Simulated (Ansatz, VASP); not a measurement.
# One calculation of Os, two programs

```
Os
1.0
     2.71479    0.00000    0.00000
    -1.35739    2.35107    0.00000
     0.00000    0.00000    4.29266
Os
2
Direct
  0.33333 0.66667 0.25000
  0.66667 0.33333 0.75000
```

Alike in both runs: functional LDA; k mesh 18 × 18 × 10; occupations fermi-dirac, width 0.05 eV; no spin polarisation.

Ansatz relaxed the structure, and its values are those at the end. VASP's run is a single point on that final structure, the one shown.

|  | VASP | Ansatz |
| --- | --- | --- |
| version | VASP 6.6.1 | Ansatz 0.2.0 |
| potentials or method | VASP PAW LDA potentials, release 64 (Os_sv_GW) | PAW with Ansatz's default frozen-core files, scalar-relativistic |
| plane-wave cutoff (eV) | 500 | 420 |
| valence electrons in the cell | 32 | 32 |

|  | VASP | Ansatz | Ansatz less VASP |
| --- | --- | --- | --- |
| pressure (GPa) | -0.7 | 0.0 | +0.73 |

LDA's correlation is that of Perdew and Zunger in VASP and of Perdew and Wang (1992) in Ansatz.

Neither program's run includes spin-orbit coupling.
